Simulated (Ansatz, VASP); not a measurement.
# One calculation of Ag, two programs

Contents of INCAR:

```
PREC = Accurate ; ENCUT = 520
EDIFF = 1E-6 ; ISMEAR = 0
SIGMA = 0.15 ; LREAL = False
LASPH = True ; NELM = 80
ALGO = Fast ; ISIF = 2
LWAVE = False ; LCHARG = False
GGA = PS ; NBANDS = 18
```

The input KPOINTS:

```
regular mesh
0
Gamma
  18 18 10
```

Contents of POSCAR:

```
Ag
1.0
   -1.6556540000      1.6556540000      1.6556540000
    1.6556540000     -1.6556540000      1.6556540000
    3.3113080000      3.3113080000      0.0000000000
Ag
2
Direct
    0.0113248299      0.0113248299      0.0000000000
    0.4886751701      0.4886751701      0.5000000000
```

Input for Ansatz:

```yaml
crystal:
  lattice:
    - [-1.655654, 1.655654, 1.655654]
    - [1.655654, -1.655654, 1.655654]
    - [3.311308, 3.311308, 0.0]
  atoms:
    - { symbol: Ag, position: [0.0113248299, 0.0113248299, 0.0] }
    - { symbol: Ag, position: [0.4886751701, 0.4886751701, 0.5] }
basis:
  ecutwfc: 420
kpoints:
  mp_grid: { grid: [18, 18, 10] }
hamiltonian:
  xc: pbesol
scf:
  occupations: { method: gaussian, width: 0.15 }
output:
  forces: true
  stress: true
  eigenvalues: true
```

Change from the starting cell: mode 5 (96.6 1/cm) frozen in, largest displacement +0.037 Å.

Alike in both runs: task single point; functional PBEsol; k mesh 18 × 18 × 10; occupations gaussian, width 0.15 eV; no spin polarisation.

|  | VASP | Ansatz |
| --- | --- | --- |
| version | VASP 6.6.1 | Ansatz 0.2.0 |
| potentials or method | VASP PAW PBE potentials, release 64 (Ag), cutoff 520 eV | scalar-relativistic, plane waves, PAW |
| valence electrons in the cell | 22 | 38 |

```csv
,VASP,Ansatz,Ansatz less VASP
gap on the k mesh at the Fermi level (eV),none,none,-
pressure (GPa),-7.4,-7.2,+0.18
"traceless stress, the component that is largest in VASP (GPa)",-0.06,-0.05,+0.007
rms of the force components (eV/Å),0.079,0.080,+0.0007
```

VASP's potentials were made for PBE, not for PBEsol. Atom by atom the forces differ by 0.001 eV/Å (rms over components). A gap of «none» marks a metal or a gap that the smearing closes. The functional is the same, so the differences come from potentials, cutoffs and numerics. VASP's potentials hold 22 valence electrons a cell and Ansatz's 38, so a difference there can come from the potentials and not from the codes.
